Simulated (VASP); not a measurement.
# TiAl (P-6m2) in VASP: further runs

Runs on TiAl. Level: PBE. Tasks: single point.

Program: VASP 6.6.1. These are calculated values, not measurements. Logs are shortened: lines on timing, memory, paths and dates and some standing lists are left out, and cuts for length are marked.

## Step 1: The cell of the first run

It takes space group P-6m2 (No. 187, hexagonal). The conventional cell has a = 2.953 Å, b = 2.953 Å, c = 4.927 Å, α = 90.00°, β = 90.00°, γ = 120.00°. Ti (site symmetry -6m2) has 6 Ti at 2.95 Å and 6 Al at 3.00 Å within 3.9 Å. Within 3.9 Å of Al (site symmetry -6m2) lie 6 Al at 2.95 Å and 6 Ti at 3.00 Å.

## Step 2: Single point, PBE

The input, INCAR:

```
SYSTEM = TiAl
PREC = Accurate
ENCUT = 520
EDIFF = 1E-6
ISMEAR = 0
SIGMA = 0.15
LREAL = .FALSE.
LASPH = .TRUE.
NELM = 100
ALGO = Normal
ISIF = 2
LWAVE = .FALSE.
LCHARG = .FALSE.
GGA = PE
NBANDS = 14
```

The input, KPOINTS:

```
regular mesh
0
G
  18 18 10
  0 0 0
```

The input, POSCAR:

```
TiAl
1.0
    2.9530000000      0.0000000000      0.0000000000
   -1.4765000000      2.5573730174      0.0000000000
    0.0000000000      0.0000000000      4.9273000000
Ti Al
1 1
Direct
    0.0000000000      0.0000000000      0.0000000000
    0.3333333333      0.6666666667      0.5000000000
```

Potentials or basis: VASP PAW PBE potentials, release 64 (Ti_sv, Al).

Run with:

```bash
> cat potpaw_PBE.64/Ti_sv/POTCAR potpaw_PBE.64/Al/POTCAR > POTCAR
> mpirun -np 1 vasp_std > vasp.out
```

OUTCAR:

```text
SYSTEM = TiAl
   PREC = Accurate
   ENCUT = 520
   EDIFF = 1E-6
   ISMEAR = 0
   LREAL = .FALSE.
   LASPH = .TRUE.
   NELM = 100
   ISIF = 2
   GGA = PE

 ion  position               nearest neighbor table
   1  0.000  0.000  0.000-   2 3.00   2 3.00   2 3.00   2 3.00   2 3.00   2 3.00
   2  0.333  0.667  0.500-   1 3.00   1 3.00   1 3.00   1 3.00   1 3.00   1 3.00

  LATTYP: Found a hexagonal cell.
 ALAT       =     2.9530000000
 C/A-ratio  =     1.6685743312

  Lattice vectors:

 A1 = (   2.9530000000,   0.0000000000,   0.0000000000)
 A2 = (  -1.4765000000,   2.5573730174,   0.0000000000)
 A3 = (   0.0000000000,   0.0000000000,   4.9273000000)

Analysis of symmetry for initial positions (statically):
=====================================================================
 Subroutine PRICEL returns:
 Original cell was already a primitive cell.

 Routine SETGRP: Setting up the symmetry group for a
 hexagonal supercell.

 Subroutine GETGRP returns: Found 12 space group operations
 (whereof 12 operations were pure point group operations)
 out of a pool of 24 trial point group operations.

The static configuration has the point symmetry D_3h.

Analysis of symmetry for dynamics (positions and initial velocities):
=====================================================================
 Subroutine PRICEL returns:
 Original cell was already a primitive cell.

 Routine SETGRP: Setting up the symmetry group for a
 hexagonal supercell.

 Subroutine GETGRP returns: Found 12 space group operations
 (whereof 12 operations were pure point group operations)
 out of a pool of 24 trial point group operations.

The dynamic configuration has the point symmetry D_3h.

 Subroutine INISYM returns: Found 12 space group operations
 (whereof 12 operations are pure point group operations),
 and found     1 'primitive' translations

----------------------------------------------------------------------------------------

                                     Primitive cell

  volume of cell :      37.2106

  direct lattice vectors                    reciprocal lattice vectors
     2.953000000  0.000000000  0.000000000     0.338638673  0.195513129  0.000000000
    -1.476500000  2.557373017  0.000000000     0.000000000  0.391026257  0.000000000
     0.000000000  0.000000000  4.927300000     0.000000000  0.000000000  0.202950906

  length of vectors
     2.953000000  2.953000000  4.927300000     0.391026257  0.391026257  0.202950906

  position of ions in fractional coordinates (direct lattice)
     0.000000000  0.000000000  0.000000000
     0.333333333  0.666666667  0.500000000

  ion indices of the primitive-cell ions
   primitive index   ion index
                 1           1
                 2           2

----------------------------------------------------------------------------------------

 KPOINTS: regular mesh

Automatic generation of k-mesh.
 Grid dimensions read from file:
 generate k-points for:   18   18   10

 Generating k-lattice:

  Cartesian coordinates                     Fractional coordinates (reciprocal lattice)
     0.018813260  0.010861840  0.000000000     0.055555556  0.000000000  0.000000000
     0.000000000  0.021723681  0.000000000     0.000000000  0.055555556  0.000000000
     0.000000000  0.000000000  0.020295091     0.000000000  0.000000000  0.100000000

  Length of vectors
     0.021723681  0.021723681  0.020295091

  Shift w.r.t. Gamma in fractional coordinates (k-lattice)
     0.000000000  0.000000000  0.000000000

 Subroutine IBZKPT returns following result:
 ===========================================

 Found    222 irreducible k-points:

 Following reciprocal coordinates:
            Coordinates               Weight
  0.000000  0.000000  0.000000      1.000000
  0.055556  0.000000  0.000000      6.000000
  0.111111  0.000000  0.000000      6.000000
  0.166667  0.000000  0.000000      6.000000
  0.222222  0.000000  0.000000      6.000000
  0.277778  0.000000  0.000000      6.000000
[... 16 lines left out ...]
  0.333333  0.111111  0.000000     12.000000
  0.388889  0.111111  0.000000     12.000000
 [... further k-points ...]
   k-points           NKPTS =    222   k-points in BZ     NKDIM =    222   number of bands    NBANDS=     14
   number of dos      NEDOS =    301   number of ions     NIONS =      2
   total plane-waves  NPLWV =  23040
   dimension x,y,z NGX =    24 NGY =   24 NGZ =   40
   dimension x,y,z NGXF=    48 NGYF=   48 NGZF=   80
   ions per type =               1   1
   NGX,Y,Z   is equivalent  to a cutoff of  13.51, 13.51, 13.50 a.u.
   NGXF,Y,Z  is equivalent  to a cutoff of  27.02, 27.02, 26.99 a.u.
 SYSTEM =  TiAl
   PREC   = accura    normal or accurate (medium, high low for compatibility)
   ISTART =      0    job   : 0-new  1-cont  2-samecut
   ICHARG =      2    charge: 1-file 2-atom 10-const
   ISPIN  =      1    spin polarized calculation?
   LNONCOLLINEAR =      F non collinear calculations
   LSORBIT =      F    spin-orbit coupling
   LASPH  =      T    aspherical Exc in radial PAW
   ENCUT  =  520.0 eV  38.22 Ry    6.18 a.u.   5.49  5.49  9.16*2*pi/ulx,y,z
   NELM   =    100;   NELMIN=  2; NELMDL= -5     # of ELM steps
   EDIFF  = 0.1E-05   stopping-criterion for ELM
   LREAL  =      F    real-space projection
   EDIFFG = 0.1E-04   stopping-criterion for IOM
   NSW    =      0    number of steps for IOM
   IBRION =     -1    ionic relax: 0-MD 1-quasi-New 2-CG
   NFREE  =      0    steps in history (QN), initial steepest desc. (CG)
   ISIF   =      2    stress and relaxation
   ISYM   =      2    0-nonsym 1-usesym 2-fastsym
   POTIM  = 0.5000    time-step for ionic-motion
   TEBEG  =    0.0;   TEEND  =   0.0 temperature during run
   PSTRESS=    0.0 pullay stress
   NELECT =      15.0000    total number of electrons
   NUPDOWN=      -1.0000    fix difference up-down
   EMIN   =  10.00;   EMAX   =-10.00  energy-range for DOS
   EFERMI =   0.00;   METHOD = LEGACY
   ISMEAR =     0;   SIGMA  =   0.15  broadening in eV -4-tet -1-fermi 0-gaus
   EFERMI_NEDOS =   21; number of points for ismear=-14 and -15
   IALGO  =     38    algorithm
   IMIX   =      4    mixing-type and parameters
     AMIX     =   0.40;   BMIX     =  1.00
     AMIX_MAG =   1.60;   BMIX_MAG =  1.00
  volume/ion in A,a.u.               =      18.61       125.55
  Fermi-wavevector in a.u.,A,eV,Ry     =   1.209344  2.285328 19.898686  1.462512
  Thomas-Fermi vector in A             =   2.344924
   LORBIT       =      0    0 simple, 1 ext, 2 COOP (PROOUT), +10 PAW based schemes
   GGA     = PE    functional components
   LHFCALC =     F    Hartree Fock is set to
   AEXX    =    0.0000 exact exchange contribution
   IVDW    =     0    specifies the selected vdW correction
   LEPSILON=     F    determine dielectric tensor
   LRPA    =     F    only Hartree local field effects (RPA)
 non-spin polarized calculation
 Gauss-broadening in eV      SIGMA  =   0.15
  energy-cutoff  :      520.00
  volume of cell :       37.21
 maximum number of plane-waves:      1032
 NGX is ok and might be reduce to    24
   NGX = 11   NGY = 11   NGZ = 19

 number of electron      14.9999996 magnetization

 Free energy of the ion-electron system (eV)
  ---------------------------------------------------
  ext. energy  EPLUGINS =         0.00000000
  ---------------------------------------------------
  free energy    TOTEN  =       -11.96176704 eV

  energy without entropy =      -11.93262682  energy(sigma->0) =      -11.94719693

 E-fermi :   6.8053     XC(G=0): -10.4721

 val. band max:        6.8047582590   @ k =   0.1667   0.1667   0.3000
 cond. band min:       6.8053965549   @ k =   0.3333  -0.0000   0.1000
 fundamental gap:      0.0006382959
 Fermi energy:         6.8053088762

 k-point     1 :       0.0000    0.0000    0.0000
  band No.  band energies     occupation
      1     -49.9709      2.00000
      2     -26.2743      2.00000
      3     -25.9356      2.00000
      4     -25.9356      2.00000
      5      -1.6496      2.00000
      6       4.5199      2.00000
      7       4.8893      2.00000
      8       7.9519      0.00000
      9       7.9519      0.00000
     10       9.2653      0.00000
     11       9.2653      0.00000
     12       9.9345      0.00000
     13      18.9391      0.00000
     14      18.9391      0.00000

 k-point     2 :       0.0556    0.0000    0.0000
  band No.  band energies     occupation
      1     -49.9689      2.00000
      2     -26.2724      2.00000
      3     -25.9488      2.00000
      4     -25.9386      2.00000
      5      -1.5777      2.00000
      6       4.5994      2.00000
      7       4.9082      2.00000
      8       7.8886      0.00000
      9       8.0072      0.00000
     10       9.2475      0.00000
     11       9.2750      0.00000
     12       9.9517      0.00000
     13      17.6629      0.00000
     14      18.1758      0.00000

 k-point     3 :       0.1111    0.0000    0.0000
  band No.  band energies     occupation
      1     -49.9633      2.00000
      2     -26.2666      2.00000
      3     -25.9867      2.00000
      4     -25.9473      2.00000
      5      -1.3628      2.00000
      6       4.8292      2.00000
      7       4.9626      2.00000
      8       7.7144      0.00000
      9       8.1698      0.00000
     10       9.1964      0.00000
     11       9.3079      0.00000
     12      10.0007      0.00000
     13      15.8956      0.00000
     14      17.2854      0.00000
[... 324 lines left out ...]
 k-point    23 :       0.3333    0.1111    0.0000
  band No.  band energies     occupation
      1     -49.9106      2.00000
      2     -26.3041      2.00000
      3     -26.2136      2.00000
      4     -26.0525      2.00000
      5       1.9023      2.00000
      6       5.5317      2.00000
      7       5.7408      2.00000
      8       6.3965      1.99988
      9       8.3764      0.00000
     10       9.2580      0.00000
     11      10.2741      0.00000
     12      10.6209      0.00000
     13      11.4221      0.00000
     14      12.4830      0.00000

 k-point    24 :       0.3889    0.1111    0.0000
  band No.  band energies     occupation
      1     -49.9053      2.00000
      2     -26.3354      2.00000
      3     -26.2082      2.00000
      4     -26.0635      2.00000
      5       2.8375      2.00000
      6       4.9732      2.00000
      7       5.6029      2.00000
      8       6.1345      2.00000
      9       8.2721      0.00000
     10       9.4640      0.00000
     11      10.2245      0.00000
     12      10.9714      0.00000
     13      11.7912      0.00000
     14      12.4723      0.00000

 [... further k-points ...]

------------------------ aborting loop because EDIFF is reached ----------------------------------------

  FORCE on cell =-STRESS in cart. coord.  units (eV):
  Direction    XX          YY          ZZ          XY          YZ          ZX
  --------------------------------------------------------------------------------------
  -------------------------------------------------------------------------------------
  Total       -1.7902939     -1.7902939     -2.9637673      0.0000000      0.0000000      0.0000000
  in kB      -77.0847367    -77.0847367   -127.6110129      0.0000000      0.0000000      0.0000000
  external PRESSURE =     -93.9268287 kB  Pullay stress =       0.0000000 kB

 VOLUME and BASIS-vectors are now :
 -----------------------------------------------------------------------------
  energy-cutoff  :      520.00
  volume of cell :       37.21
      direct lattice vectors                 reciprocal lattice vectors
     2.953000000  0.000000000  0.000000000     0.338638673  0.195513129  0.000000000
    -1.476500000  2.557373017  0.000000000     0.000000000  0.391026257  0.000000000
     0.000000000  0.000000000  4.927300000     0.000000000  0.000000000  0.202950906

 POSITION                                       TOTAL-FORCE (eV/Angst)
 -----------------------------------------------------------------------------------
      0.00000      0.00000      0.00000         0.000000      0.000000      0.000000
     -0.00000      1.70492      2.46365         0.000000      0.000000      0.000000
 -----------------------------------------------------------------------------------
    total drift:                                0.000000     -0.000000      0.000000

  FREE ENERGIE OF THE ION-ELECTRON SYSTEM (eV)
  ---------------------------------------------------
  free  energy   TOTEN  =       -11.9617670365 eV

  energy  without entropy=      -11.9326268232  energy(sigma->0) =      -11.94719693
```

Run time: 2.5 min. Hardware: 1 thread of Intel Xeon 8259CL, shared host; peak memory 0.25 GiB.

What came out:

* Free energy: -11.9618 eV
* Pressure: -9.4 GPa
* Band gap on the k mesh: zero (an odd number of electrons rules out a gap without spin polarisation)

Levels at points of the mesh, in eV from the Fermi level:
```tsv
k point	band 4	band 5	band 6	band 7	band 8	band 9	band 10	band 11
(0.00, 0.00, 0.00)	-32.74	-8.45	-2.29	-1.92	1.15	1.15	2.46	2.46
(0.50, 0.00, 0.00)	-32.84	-3.41	-2.74	-1.31	-0.88	1.90	3.43	3.47
(0.00, 0.00, 0.50)	-32.74	-7.72	-5.05	-0.47	1.16	1.16	2.41	2.41
(0.50, 0.00, 0.50)	-32.84	-3.35	-2.32	-1.65	0.40	0.85	1.75	2.36
```

Caveat: the stress differs along the axes, from -13 to -8 GPa.

## Step 3: Single point, PBE

This run uses another cell than the first one, of 18.52 Å³/atom.

The input, INCAR:

```
PREC = Accurate
ENCUT = 520
EDIFF = 1E-6
ISMEAR = 0
SIGMA = 0.15
LREAL = F
LASPH = T
NELM = 60
ALGO = Normal
ISIF = 2
LWAVE = F
LCHARG = F
GGA = PE
NBANDS = 14
```

The input, KPOINTS:

```
Automatic mesh
0
Gamma
  18 18 10
```

The input, POSCAR:

```
TiAl
1.0
    2.9890000000      0.0000000000      0.0000000000
   -1.4945000000      2.5885499319      0.0000000000
    0.0000000000      0.0000000000      4.7879000000
Ti Al
1 1
Direct
    0.0000000000      0.0000000000      0.0000000000
    0.3333333333      0.6666666667      0.5000000000
```

Potentials or basis: VASP PAW PBE potentials, release 64 (Ti_sv, Al).

Run with:

```bash
> cat potpaw_PBE.64/Ti_sv/POTCAR potpaw_PBE.64/Al/POTCAR > POTCAR
> mpirun -np 1 vasp_std > vasp.out
```

Wall time 2.4 min (1 thread of Intel Xeon 8259CL, shared host); peak memory 0.25 GiB.

Results (log left out):

| Item | Value |
| --- | --- |
| Free energy | -11.9893 eV |
| Pressure | -8.9 GPa |
| Band gap on the k mesh | zero (an odd number of electrons rules out a gap without spin polarisation) |

Stress tensor (GPa, compression positive):
```
-8.65  0.00  0.00
 0.00 -8.65  0.00
 0.00  0.00 -9.38
```

Levels at points of the mesh, in eV from the Fermi level:
```
           k point  band 4  band 5  band 6  band 7  band 8  band 9  band 10  band 11  band 12  band 13
(0.00, 0.00, 0.00)  -32.77   -8.39   -2.10   -1.63    1.13    1.13     2.37     2.37     3.57    11.72
(0.50, 0.00, 0.00)  -32.86   -3.49   -2.81   -1.29   -0.80    1.82     3.37     3.54     3.95     4.85
(0.00, 0.00, 0.50)  -32.77   -7.56   -4.98   -0.28    1.14    1.14     2.30     2.30     6.68    10.06
(0.50, 0.00, 0.50)  -32.86   -3.42   -2.28   -1.63    0.35    0.89     1.62     2.65     3.37     5.71
```

Caveat: the cell stands under tension.

## Step 4: Single point, PBE

This run uses another cell than the first one, of 18.71 Å³/atom.

The input, INCAR:

```
SYSTEM = TiAl
PREC = Accurate ; ENCUT = 520
EDIFF = 1E-6 ; ISMEAR = 0
SIGMA = 0.15 ; LREAL = .False.
LASPH = .True. ; NELM = 60
ALGO = Normal ; ISIF = 2
LWAVE = .False. ; LCHARG = .True.
GGA = PE ; LELF = .True.
LVHAR = .True. ; NBANDS = 14
```

The input, KPOINTS:

```
Automatic mesh
0
Gamma
  18 18 10
  0 0 0
```

The input, POSCAR:

```
TiAl
1.0
    2.8809683428      0.0000000000      0.0000000000
   -1.4404841714      2.4949917724      0.0000000000
    0.0000000000      0.0000000000      5.2062000000
Ti Al
1 1
Direct
    0.0000000000      0.0000000000      0.0000000000
    0.3333333333      0.6666666667      0.5000000000
```

Run with:

```bash
> cat potpaw_PBE.64/Ti_sv/POTCAR potpaw_PBE.64/Al/POTCAR > POTCAR
> mpirun -np 1 vasp_std > vasp.out
```

Run time: 2.3 min. Hardware: 1 thread of Intel Xeon 8259CL, shared host; peak memory 0.25 GiB.

Results (log left out):

```
Free energy            : -11.8301 eV
Pressure               : -9.3 GPa
Band gap on the k mesh : zero (an odd number of electrons rules out a gap without spin polarisation)
```

Stress tensor (GPa, compression positive):
```
 -4.55   0.00   0.00
  0.00  -4.55   0.00
  0.00   0.00 -18.91
```

Levels at points of the mesh, in eV from the Fermi level:
```tsv
k point	band 3	band 4	band 5	band 6	band 7	band 8	band 9	band 10	band 11	band 12
(0.00, 0.00, 0.00)	-32.70	-32.70	-8.63	-2.70	-2.44	1.14	1.14	2.29	2.60	2.60
(0.50, 0.00, 0.00)	-33.05	-32.82	-3.31	-2.62	-1.37	-1.09	2.02	3.14	3.50	3.67
(0.00, 0.00, 0.50)	-32.70	-32.70	-8.07	-5.19	-0.90	1.14	1.14	2.57	2.57	4.73
(0.50, 0.00, 0.50)	-33.05	-32.82	-3.24	-2.43	-1.74	0.51	0.80	1.76	1.93	3.67
```

Caveat: the stress differs along the axes, from -19 to -5 GPa.

## Step 5: Summary

```csv
cell,gap on the mesh (eV),pressure (GPa)
"a = 2.953, b = 2.953, c = 4.927 Å, angles 90.0, 90.0, 120.0°, 2 atoms",none,-9.4
"a = 2.989, b = 2.989, c = 4.788 Å, angles 90.0, 90.0, 120.0°, 2 atoms",none,-8.9
"a = 2.881, b = 2.881, c = 5.206 Å, angles 90.0, 90.0, 120.0°, 2 atoms",none,-9.3
```

Alike in all rows: task single point; level PBE; potentials or basis VASP PAW PBE potentials, release 64 (Ti_sv, Al); no spin polarisation; k mesh 18 × 18 × 10; cutoff (eV) 520; smearing gaussian 0.15 eV.

Caveats: the stress differs along the axes, from -13 to -8 GPa (at least some runs); the cell stands under tension (at least some runs); the stress differs along the axes, from -19 to -5 GPa (at least some runs).

Total energies depend on the potentials used, so only differences within one code and one set of settings carry meaning.
